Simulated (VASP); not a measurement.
# SnO in VASP: further runs, part 2 of 2

VASP 6.6.1. The steps go on from the part before.

## 3. Single point, PBE+D3(BJ)

Contents of INCAR:

```
SYSTEM = SnO
PREC = Accurate ; ENCUT = 520
EDIFF = 1E-6 ; ISMEAR = 0
SIGMA = 0.05 ; LREAL = .FALSE.
LASPH = .TRUE. ; NELM = 120
ALGO = Normal ; ISIF = 2
LWAVE = .FALSE. ; LCHARG = .FALSE.
LDIPOL = .TRUE. ; IDIPOL = 3
DIPOL = 0.5 0.5 0.394 ; GGA = PE
IVDW = 12 ; NBANDS = 50
GGA_COMPAT = .FALSE. ; NELMDL = -8
```

Contents of KPOINTS:

```
regular mesh
0
G
  7 7 1
  0 0 0
```

Contents of POSCAR:

```
SnO
1.0
    3.8201630918      0.0000000000      0.0000000000
    0.0000000000      3.8201630918      0.0000000000
    0.0000000000      0.0000000000     22.2260821141
Sn O
4 4
Direct
    0.7500000000      0.2500000000      0.2024648328
    0.2500000000      0.7500000000      0.3087832134
    0.6250000000      1.1250000000      0.4784037512
    1.1250000000      0.6250000000      0.5847221317
    0.2500000000      0.2500000000      0.2556240231
    0.7500000000      0.7500000000      0.2556240231
    1.1250000000      1.1250000000      0.5315629415
    0.6250000000      0.6250000000      0.5315629415
```

Potentials or basis: VASP PAW PBE potentials, release 64 (Sn_d, O).

The run is started by

```sh
cat potpaw_PBE.64/Sn_d/POTCAR potpaw_PBE.64/O/POTCAR > POTCAR
mpirun -np 1 vasp_std > vasp.out
```

OUTCAR:

```text
SYSTEM = SnO
   PREC = Accurate
   ENCUT = 520
   EDIFF = 1E-6
   ISMEAR = 0
   LREAL = .FALSE.
   LASPH = .TRUE.
   NELM = 120
   ISIF = 2
   GGA = PE
   IVDW = 12
   NELMDL = -8
 IVDW          = 12

 ion  position               nearest neighbor table
   1  0.750  0.250  0.202-   5 2.25   6 2.25   6 2.25   5 2.25   2 3.59   2 3.59   2 3.59   2 3.59

   2  0.250  0.750  0.309-   5 2.25   6 2.25   5 2.25   6 2.25   1 3.59   1 3.59   1 3.59   1 3.59

   3  0.625  0.125  0.478-   7 2.25   8 2.25   8 2.25   7 2.25   4 3.59   4 3.59   4 3.59   4 3.59

   4  0.125  0.625  0.585-   7 2.25   8 2.25   7 2.25   8 2.25   3 3.59   3 3.59   3 3.59   3 3.59

   5  0.250  0.250  0.256-   1 2.25   2 2.25   2 2.25   1 2.25
   6  0.750  0.750  0.256-   1 2.25   2 2.25   1 2.25   2 2.25
   7  0.125  0.125  0.532-   4 2.25   4 2.25   3 2.25   3 2.25
   8  0.625  0.625  0.532-   4 2.25   4 2.25   3 2.25   3 2.25

  LATTYP: Found a simple tetragonal cell.
 ALAT       =     3.8201630918
 C/A-ratio  =     5.8180977042

  Lattice vectors:

 A1 = (   3.8201630918,   0.0000000000,   0.0000000000)
 A2 = (   0.0000000000,   3.8201630918,   0.0000000000)
 A3 = (   0.0000000000,   0.0000000000,  22.2260821141)

Analysis of symmetry for initial positions (statically):
=====================================================================
 Subroutine PRICEL returns:
 Original cell was already a primitive cell.

 Routine SETGRP: Setting up the symmetry group for a
 simple tetragonal supercell.

 Subroutine GETGRP returns: Found  4 space group operations
 (whereof  1 operations were pure point group operations)
 out of a pool of 16 trial point group operations.

The static configuration has the point symmetry C_1 .
 The point group associated with its full space group is C_2h.

[... 142 lines left out ...]
   LHFCALC =     F    Hartree Fock is set to
   AEXX    =    0.0000 exact exchange contribution
   IVDW    =    12    specifies the selected vdW correction
   LEPSILON=     F    determine dielectric tensor
   LRPA    =     F    only Hartree local field effects (RPA)
 non-spin polarized calculation
 Gauss-broadening in eV      SIGMA  =   0.05
  energy-cutoff  :      520.00
  volume of cell :      324.36
 maximum number of plane-waves:      8769
   NGX = 15   NGY = 15   NGZ = 83

 dipolmoment           0.000000      0.000000      0.000113 electrons x Angstroem

 number of electron      79.9999971 magnetization

 dipolmoment           0.000000      0.000000     -0.000001 electrons x Angstroem

 Free energy of the ion-electron system (eV)
  ---------------------------------------------------
  ext. energy  EPLUGINS =         0.00000000
  ---------------------------------------------------
  free energy    TOTEN  =       -45.20437803 eV

  energy without entropy =      -45.20437803  energy(sigma->0) =      -45.20437803

 E-fermi :   0.1334     XC(G=0):  -5.2789

 val. band max:       -0.1210848998   @ k =   0.1429   0.0000   0.0000
 cond. band min:       2.2611536305   @ k =  -0.4286   0.4286   0.0000
 fundamental gap:      2.3822385303
 Fermi energy:         0.1333808683

 k-point     1 :       0.0000    0.0000    0.0000
  band No.  band energies     occupation
      1     -21.0667      2.00000
      2     -21.0665      2.00000
      3     -20.7065      2.00000
      4     -20.7063      2.00000
      5     -20.6690      2.00000
      6     -20.6687      2.00000
[... 837 lines left out ...]
     49       5.8077      0.00000
     50       6.3175      0.00000

------------------------ aborting loop because EDIFF is reached ----------------------------------------

 vacuum level on the upper side and lower side of the slab       (xc-potential included)        -0.152        -0.151

 Edisp (eV)   -1.27963

 E8    (eV) :    -0.5668

  FORCE on cell =-STRESS in cart. coord.  units (eV):
  Direction    XX          YY          ZZ          XY          YZ          ZX
  --------------------------------------------------------------------------------------
  -------------------------------------------------------------------------------------
  Total       0.16121     0.16121    -0.43252     0.03347     0.22318     0.22318
  in kB       0.79630     0.79630    -2.13646     0.16532     1.10242     1.10241
  external pressure =       -0.18 kB  Pullay stress =        0.00 kB

 VOLUME and BASIS-vectors are now :
 -----------------------------------------------------------------------------
  energy-cutoff  :      520.00
  volume of cell :      324.36
      direct lattice vectors                 reciprocal lattice vectors
     3.820163092  0.000000000  0.000000000     0.261768929  0.000000000  0.000000000
     0.000000000  3.820163092  0.000000000     0.000000000  0.261768929  0.000000000
     0.000000000  0.000000000 22.226082114     0.000000000  0.000000000  0.044992185

 POSITION                                       TOTAL-FORCE (eV/Angst)
 -----------------------------------------------------------------------------------
      2.86512      0.95504      4.50000        -0.004507     -0.004507     -0.069698
      0.95504      2.86512      6.86304        -0.021761     -0.021761      0.170317
      2.38760      0.47752     10.63304         0.021761      0.021761     -0.170317
      0.47752      2.38760     12.99608         0.004507      0.004507      0.069698
      0.95504      0.95504      5.68152         0.008994     -0.025787      0.018672
      2.86512      2.86512      5.68152        -0.025787      0.008994      0.018672
      0.47752      0.47752     11.81456         0.025787     -0.008994     -0.018672
      2.38760      2.38760     11.81456        -0.008994      0.025787     -0.018672
 -----------------------------------------------------------------------------------
    total drift:                               -0.000000     -0.000000     -0.000118

  FREE ENERGIE OF THE ION-ELECTRON SYSTEM (eV)
  ---------------------------------------------------
  free  energy   TOTEN  =       -46.4840034933 eV

  energy  without entropy=      -46.4840034933  energy(sigma->0) =      -46.48400349

 vacuum level on the upper side and lower side of the slab         4.800         4.801
```

OSZICAR:

```text
N       E                     dE             d eps       ncg     rms          rms(c)
DAV:   1     0.946160260651E+03    0.94616E+03   -0.38150E+04  1720   0.180E+03
DAV:   2     0.135983066590E+03   -0.81018E+03   -0.77980E+03  1784   0.496E+02
DAV:   3    -0.393506652525E+02   -0.17533E+03   -0.17029E+03  1942   0.221E+02
[... 17 lines left out ...]
DAV:  21    -0.452043218691E+02   -0.40926E-04   -0.33683E-06  1564   0.105E-02    0.318E-03
DAV:  22    -0.452043677989E+02   -0.45930E-04   -0.19886E-06  1334   0.913E-03    0.191E-03
DAV:  23    -0.452043733799E+02   -0.55810E-05   -0.30101E-07  1198   0.813E-03    0.207E-03
DAV:  24    -0.452043772646E+02   -0.38847E-05   -0.28086E-07  1126   0.388E-03    0.997E-04
DAV:  25    -0.452043780291E+02   -0.76455E-06   -0.21959E-07  1170   0.472E-03
   1 F= -.46484003E+02 E0= -.46484003E+02  d E =-.210395E-13
```

stdout:

```text
POSCAR found type information on POSCAR SnO
 POSCAR found :  2 types and       8 ions
 scaLAPACK will be used
 LDA part: xc-table for (Slater+PW92), standard interpolation
 POSCAR, INCAR and KPOINTS ok, starting setup
 FFT: planning ... GRIDC
 FFT: planning ... GRID_SOFT
 FFT: planning ... GRID
 WAVECAR not read
 entering main loop
```

Run time: 10 min. Hardware: 1 thread of Oxide Virtual Turin-like, shared host; peak memory 0.42 GiB.

Results:

* Free energy: -46.4840 eV
* Largest force: 0.173 eV/Å
* Band gap on the k mesh: 2.38 eV (least direct gap 2.50 eV)
* Dispersion energy per atom: -0.160 eV

Forces on the atoms (eV/Å):
```
Sn  -0.005 -0.005 -0.070
Sn  -0.022 -0.022  0.170
Sn   0.022  0.022 -0.170
Sn   0.005  0.005  0.070
O    0.009 -0.026  0.019
O   -0.026  0.009  0.019
O    0.026 -0.009 -0.019
O   -0.009  0.026 -0.019
```

Caveat: spin-orbit coupling is left out, which moves the levels of the heavy elements.
